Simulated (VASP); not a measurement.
# AlW3 (P4/mmm) in VASP: single point with PBE

Aim: the single point of AlW3 with PBE.

All numbers are computed with VASP 6.6.1; they aren't measurements. Logs are shortened: lines on timing, memory, paths and dates and some standing lists are left out, and cuts for length are marked.

## 1. The cell of the first run

It takes space group P4/mmm (No. 123, tetragonal). The conventional cell has a = 4.365 Å, b = 4.365 Å, c = 3.305 Å, α = 90.00°, β = 90.00°, γ = 90.00°. Within 3.6 Å of Al (site symmetry 4/mmm) lie 12 W at 2.74 to 3.09 Å and 2 Al at 3.30 Å. Within 3.6 Å of W (site symmetry 4/mmm) lie 10 W at 2.74 to 3.30 Å and 4 Al at 3.09 Å. W (site symmetry mmm) has 4 Al at 2.74 Å and 10 W at 2.74 to 3.30 Å within 3.6 Å.

## 2. Single point, PBE

Contents of INCAR:

```
PREC = Accurate
ENCUT = 520
EDIFF = 1E-6
ISMEAR = 0
SIGMA = 0.1
LREAL = F
LASPH = T
NELM = 100
ALGO = Fast
ISIF = 2
LWAVE = F
LCHARG = F
GGA = PE
NBANDS = 30
```

Contents of KPOINTS:

```
Automatic mesh
0
Gamma
  12 12 12
```

Contents of POSCAR:

```
AlW3
1.0
    4.3646982954      0.0000000000      0.0000000000
    0.0000000000      4.3646982954      0.0000000000
    0.0000000000      0.0000000000      3.3048768938
Al W
1 3
Direct
    0.0000000000      0.0000000000      0.0000000000
    0.5000000000      0.5000000000      0.0000000000
    0.5000000000      0.0000000000      0.5000000000
    0.0000000000      0.5000000000      0.5000000000
```

Potentials or basis: VASP PAW PBE potentials, release 64 (Al, W_sv).

Command:

```bash
$ cat potpaw_PBE.64/Al/POTCAR potpaw_PBE.64/W_sv/POTCAR > POTCAR
$ mpirun -np 1 vasp_std > vasp.out
```

OUTCAR:

```text
PREC = Accurate
   ENCUT = 520
   EDIFF = 1E-6
   ISMEAR = 0
   LREAL = F
   LASPH = T
   NELM = 100
   ISIF = 2
   GGA = PE

 ion  position               nearest neighbor table
   1  0.000  0.000  0.000-   3 2.74   4 2.74   3 2.74   4 2.74   4 2.74   4 2.74   3 2.74   3 2.74
                             2 3.09   2 3.09   2 3.09   2 3.09
   2  0.500  0.500  0.000-   3 2.74   4 2.74   3 2.74   4 2.74   3 2.74   3 2.74   4 2.74   4 2.74
                             1 3.09   1 3.09   1 3.09   1 3.09
   3  0.500  0.000  0.500-   1 2.74   2 2.74   1 2.74   2 2.74   2 2.74   2 2.74   1 2.74   1 2.74
                             4 3.09   4 3.09   4 3.09   4 3.09
   4  0.000  0.500  0.500-   1 2.74   2 2.74   1 2.74   2 2.74   1 2.74   1 2.74   2 2.74   2 2.74
                             3 3.09   3 3.09   3 3.09   3 3.09

  LATTYP: Found a simple tetragonal cell.
 ALAT       =     4.3646982954
 C/A-ratio  =     0.7571833538

  Lattice vectors:

 A1 = (   4.3646982954,   0.0000000000,   0.0000000000)
 A2 = (   0.0000000000,   4.3646982954,   0.0000000000)
 A3 = (   0.0000000000,   0.0000000000,   3.3048768938)

Analysis of symmetry for initial positions (statically):
=====================================================================
 Subroutine PRICEL returns:
 Original cell was already a primitive cell.

 Routine SETGRP: Setting up the symmetry group for a
 simple tetragonal supercell.

 Subroutine GETGRP returns: Found 16 space group operations
 (whereof 16 operations were pure point group operations)
 out of a pool of 16 trial point group operations.

The static configuration has the point symmetry D_4h.

Analysis of symmetry for dynamics (positions and initial velocities):
=====================================================================
 Subroutine PRICEL returns:
 Original cell was already a primitive cell.

 Routine SETGRP: Setting up the symmetry group for a
 simple tetragonal supercell.

 Subroutine GETGRP returns: Found 16 space group operations
 (whereof 16 operations were pure point group operations)
 out of a pool of 16 trial point group operations.

The dynamic configuration has the point symmetry D_4h.

 Subroutine INISYM returns: Found 16 space group operations
 (whereof 16 operations are pure point group operations),
 and found     1 'primitive' translations

----------------------------------------------------------------------------------------

                                     Primitive cell

  volume of cell :      62.9599

  direct lattice vectors                    reciprocal lattice vectors
     4.364698295  0.000000000  0.000000000     0.229110910  0.000000000  0.000000000
     0.000000000  4.364698295  0.000000000     0.000000000  0.229110910  0.000000000
     0.000000000  0.000000000  3.304876894     0.000000000  0.000000000  0.302583132

  length of vectors
     4.364698295  4.364698295  3.304876894     0.229110910  0.229110910  0.302583132

  position of ions in fractional coordinates (direct lattice)
     0.000000000  0.000000000  0.000000000
     0.500000000  0.500000000  0.000000000
     0.500000000  0.000000000  0.500000000
     0.000000000  0.500000000  0.500000000

  ion indices of the primitive-cell ions
   primitive index   ion index
                 1           1
                 2           2
                 3           3
                 4           4

----------------------------------------------------------------------------------------

 KPOINTS: Automatic mesh

Automatic generation of k-mesh.
 Grid dimensions read from file:
 generate k-points for:   12   12   12

 Generating k-lattice:

  Cartesian coordinates                     Fractional coordinates (reciprocal lattice)
     0.019092576  0.000000000  0.000000000     0.083333333  0.000000000  0.000000000
     0.000000000  0.019092576  0.000000000     0.000000000  0.083333333  0.000000000
     0.000000000  0.000000000  0.025215261     0.000000000  0.000000000  0.083333333

  Length of vectors
     0.019092576  0.019092576  0.025215261

  Shift w.r.t. Gamma in fractional coordinates (k-lattice)
     0.000000000  0.000000000  0.000000000

 Subroutine IBZKPT returns following result:
 ===========================================

 Found    196 irreducible k-points:

 Following reciprocal coordinates:
            Coordinates               Weight
  0.000000  0.000000  0.000000      1.000000
  0.083333  0.000000  0.000000      4.000000
  0.166667  0.000000  0.000000      4.000000
  0.250000  0.000000  0.000000      4.000000
  0.333333  0.000000  0.000000      4.000000
  0.416667  0.000000  0.000000      4.000000
[... 16 lines left out ...]
  0.333333  0.333333  0.000000      4.000000
  0.416667  0.333333  0.000000      8.000000
 [... further k-points ...]
   k-points           NKPTS =    196   k-points in BZ     NKDIM =    196   number of bands    NBANDS=     30
   number of dos      NEDOS =    301   number of ions     NIONS =      4
   total plane-waves  NPLWV =  28672
   dimension x,y,z NGX =    32 NGY =   32 NGZ =   28
   dimension x,y,z NGXF=    64 NGYF=   64 NGZF=   56
   ions per type =               1   3
   NGX,Y,Z   is equivalent  to a cutoff of  12.19, 12.19, 14.08 a.u.
   NGXF,Y,Z  is equivalent  to a cutoff of  24.38, 24.38, 28.17 a.u.
 SYSTEM =  unknown system
   PREC   = accura    normal or accurate (medium, high low for compatibility)
   ISTART =      0    job   : 0-new  1-cont  2-samecut
   ICHARG =      2    charge: 1-file 2-atom 10-const
   ISPIN  =      1    spin polarized calculation?
   LNONCOLLINEAR =      F non collinear calculations
   LSORBIT =      F    spin-orbit coupling
   LASPH  =      T    aspherical Exc in radial PAW
   ENCUT  =  520.0 eV  38.22 Ry    6.18 a.u.   8.12  8.12  6.14*2*pi/ulx,y,z
   NELM   =    100;   NELMIN=  2; NELMDL= -5     # of ELM steps
   EDIFF  = 0.1E-05   stopping-criterion for ELM
   LREAL  =      F    real-space projection
   EDIFFG = 0.1E-04   stopping-criterion for IOM
   NSW    =      0    number of steps for IOM
   IBRION =     -1    ionic relax: 0-MD 1-quasi-New 2-CG
   NFREE  =      0    steps in history (QN), initial steepest desc. (CG)
   ISIF   =      2    stress and relaxation
   ISYM   =      2    0-nonsym 1-usesym 2-fastsym
   POTIM  = 0.5000    time-step for ionic-motion
   TEBEG  =    0.0;   TEEND  =   0.0 temperature during run
   PSTRESS=    0.0 pullay stress
   NELECT =      45.0000    total number of electrons
   NUPDOWN=      -1.0000    fix difference up-down
   EMIN   =  10.00;   EMAX   =-10.00  energy-range for DOS
   EFERMI =   0.00;   METHOD = LEGACY
   ISMEAR =     0;   SIGMA  =   0.10  broadening in eV -4-tet -1-fermi 0-gaus
   EFERMI_NEDOS =   21; number of points for ismear=-14 and -15
   IALGO  =     68    algorithm
   IMIX   =      4    mixing-type and parameters
     AMIX     =   0.40;   BMIX     =  1.00
     AMIX_MAG =   1.60;   BMIX_MAG =  1.00
  volume/ion in A,a.u.               =      15.74       106.22
  Fermi-wavevector in a.u.,A,eV,Ry     =   1.463719  2.766028 29.150125  2.142474
  Thomas-Fermi vector in A             =   2.579781
   LORBIT       =      0    0 simple, 1 ext, 2 COOP (PROOUT), +10 PAW based schemes
   GGA     = PE    functional components
   LHFCALC =     F    Hartree Fock is set to
   AEXX    =    0.0000 exact exchange contribution
   IVDW    =     0    specifies the selected vdW correction
   LEPSILON=     F    determine dielectric tensor
   LRPA    =     F    only Hartree local field effects (RPA)
 non-spin polarized calculation
 RMM-DIIS sequential band-by-band and
 Gauss-broadening in eV      SIGMA  =   0.10
  energy-cutoff  :      520.00
  volume of cell :       62.96
 maximum number of plane-waves:      1724
   NGX = 17   NGY = 17   NGZ = 13

 number of electron      45.0000010 magnetization

 Free energy of the ion-electron system (eV)
  ---------------------------------------------------
  ext. energy  EPLUGINS =         0.00000000
  ---------------------------------------------------
  free energy    TOTEN  =       -42.04397772 eV

  energy without entropy =      -42.02615875  energy(sigma->0) =      -42.03506823

 E-fermi :  10.5428     XC(G=0): -12.8729

 val. band max:       10.5426010889   @ k =   0.5000   0.3333   0.0000
 cond. band min:      10.5437738382   @ k =   0.0000   0.0000   0.4167
 fundamental gap:      0.0011727493
 Fermi energy:        10.5427989665

 k-point     1 :       0.0000    0.0000    0.0000
  band No.  band energies     occupation
      1     -63.5527      2.00000
      2     -63.3036      2.00000
      3     -63.2969      2.00000
      4     -28.2075      2.00000
      5     -28.2075      2.00000
      6     -27.9665      2.00000
[... 22 lines left out ...]
     29      14.7668      0.00000
     30      17.7389      0.00000

 k-point     2 :       0.0833    0.0000    0.0000
  band No.  band energies     occupation
      1     -63.5517      2.00000
      2     -63.3040      2.00000
      3     -63.2974      2.00000
      4     -28.2054      2.00000
      5     -28.1913      2.00000
      6     -27.9602      2.00000
[... 22 lines left out ...]
     29      14.7682      0.00000
     30      17.2358      0.00000

 k-point     3 :       0.1667    0.0000    0.0000
  band No.  band energies     occupation
      1     -63.5490      2.00000
      2     -63.3056      2.00000
      3     -63.2985      2.00000
      4     -28.1995      2.00000
      5     -28.1439      2.00000
      6     -27.9424      2.00000
[... 22 lines left out ...]
     29      14.5026      0.00000
     30      16.4131      0.00000

 k-point     4 :       0.2500    0.0000    0.0000
  band No.  band energies     occupation
      1     -63.5453      2.00000
      2     -63.3087      2.00000
      3     -63.2993      2.00000
      4     -28.1912      2.00000
      5     -28.0691      2.00000
      6     -27.9161      2.00000
[... 616 lines left out ...]
     29      14.0871      0.00000
     30      14.2297      0.00000

 k-point    23 :       0.3333    0.3333    0.0000
  band No.  band energies     occupation
      1     -63.5300      2.00000
      2     -63.3129      2.00000
      3     -63.3107      2.00000
      4     -27.9884      2.00000
      5     -27.9242      2.00000
      6     -27.7835      2.00000
[... 22 lines left out ...]
     29      13.7000      0.00000
     30      14.3574      0.00000

 k-point    24 :       0.4167    0.3333    0.0000
  band No.  band energies     occupation
      1     -63.5270      2.00000
      2     -63.3150      2.00000
      3     -63.3117      2.00000
      4     -27.9604      2.00000
      5     -27.8518      2.00000
      6     -27.7463      2.00000
[... 22 lines left out ...]
     29      13.3255      0.00000
     30      14.3362      0.00000

 [... further k-points ...]
[... 5 lines left out ...]
  --------------------------------------------------------------------------------------
  -------------------------------------------------------------------------------------
  Total        0.1194553      0.1194553      0.1438922      0.0000000     -0.0000000      0.0000000
  in kB        3.0398515      3.0398515      3.6617125      0.0000000     -0.0000000      0.0000000
  external PRESSURE =       3.2471385 kB  Pullay stress =       0.0000000 kB

 VOLUME and BASIS-vectors are now :
 -----------------------------------------------------------------------------
  energy-cutoff  :      520.00
  volume of cell :       62.96
      direct lattice vectors                 reciprocal lattice vectors
     4.364698295  0.000000000  0.000000000     0.229110910  0.000000000  0.000000000
     0.000000000  4.364698295  0.000000000     0.000000000  0.229110910  0.000000000
     0.000000000  0.000000000  3.304876894     0.000000000  0.000000000  0.302583132

 POSITION                                       TOTAL-FORCE (eV/Angst)
 -----------------------------------------------------------------------------------
      0.00000      0.00000      0.00000         0.000000      0.000000      0.000000
      2.18235      2.18235      0.00000         0.000000      0.000000      0.000000
      2.18235      0.00000      1.65244         0.000000      0.000000      0.000000
      0.00000      2.18235      1.65244         0.000000      0.000000      0.000000
 -----------------------------------------------------------------------------------
    total drift:                                0.000000     -0.000000     -0.000000

  FREE ENERGIE OF THE ION-ELECTRON SYSTEM (eV)
  ---------------------------------------------------
  free  energy   TOTEN  =       -42.0439777167 eV

  energy  without entropy=      -42.0261587486  energy(sigma->0) =      -42.03506823
```

It took 14 min on 1 thread of AMD EPYC 7R13, shared host; peak memory 0.36 GiB.

What came out:

```
Free energy : -42.0440 eV
Pressure    : 0.3 GPa
```

Caveat: spin-orbit coupling is left out, which moves the levels of the heavy elements.
